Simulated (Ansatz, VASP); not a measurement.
**Re: VASP beside Ansatz**

INCAR

```
SYSTEM = Re
PREC     = Accurate       ! precision mode
ENCUT    = 520            ! plane-wave cutoff, eV
EDIFF    = 1E-7           ! SCF threshold, eV
ISMEAR   = 0              ! smearing method
SIGMA    = 0.15           ! smearing width, eV
LREAL    = .FALSE.        ! projectors in reciprocal space
LASPH    = .TRUE.         ! aspherical terms in the spheres
NELM     = 100            ! most SCF steps
ALGO     = Normal         ! electronic algorithm
ISIF     = 2              ! what is computed and relaxed
LWAVE    = .FALSE.        ! write WAVECAR
LCHARG   = .FALSE.        ! write CHGCAR
GGA      = PE             ! functional
NBANDS   = 10             ! bands
```

KPOINTS

```
Automatic mesh
0
G
  10 10 10
  0 0 0
```

The input POSCAR:

```
Re
1.0
    0.0000000000      2.1837924845      1.5229768787
    2.1837924845      0.0000000000      1.5229768787
    2.1837924845      2.1837924845      0.0000000000
Re
1
Direct
    0.0000000000      0.0000000000      0.0000000000
```

Input for Ansatz:

```yaml
crystal:
  lattice:
    - [0.0, 2.1837924845, 1.5229768787]
    - [2.1837924845, 0.0, 1.5229768787]
    - [2.1837924845, 2.1837924845, 0.0]
  atoms:
    - { symbol: Re, position: [0.0, 0.0, 0.0] }
basis:
  ecutwfc: 420
kpoints:
  mp_grid: { grid: [10, 10, 10] }
hamiltonian:
  xc: pbe
scf:
  occupations: { method: gaussian, width: 0.15 }
output:
  forces: true
  stress: true
  eigenvalues: true
```

Alike in both runs: task single point; functional PBE; k mesh 10 × 10 × 10; occupations gaussian, width 0.15 eV; no spin polarisation.

|  | VASP | Ansatz |
| --- | --- | --- |
| version | VASP 6.6.1 | Ansatz 0.2.0 |
| potentials or method | VASP PAW PBE potentials, release 64 (Re), cutoff 520 eV | scalar-relativistic, plane waves, PAW |
| valence electrons in the cell | 7 | 15 |

Ansatz gave:

```
gap on the k mesh at the Fermi level (eV)                     : none
pressure (GPa)                                                : 14.6
traceless stress, the component that is largest in VASP (GPa) : -0.35
```

Q: What did VASP give for the same quantities?

A: gap on the k mesh at the Fermi level (eV): none; pressure (GPa): 14.3; traceless stress, the component that is largest in VASP (GPa): -0.40.

A gap of «none» marks a metal or a gap that the smearing closes. With one functional, cell and mesh, what is left measures potentials, basis and numerics. VASP's potentials hold 7 valence electrons a cell and Ansatz's 15, so a difference there can come from the potentials and not from the codes.

Spin-orbit coupling is off throughout.
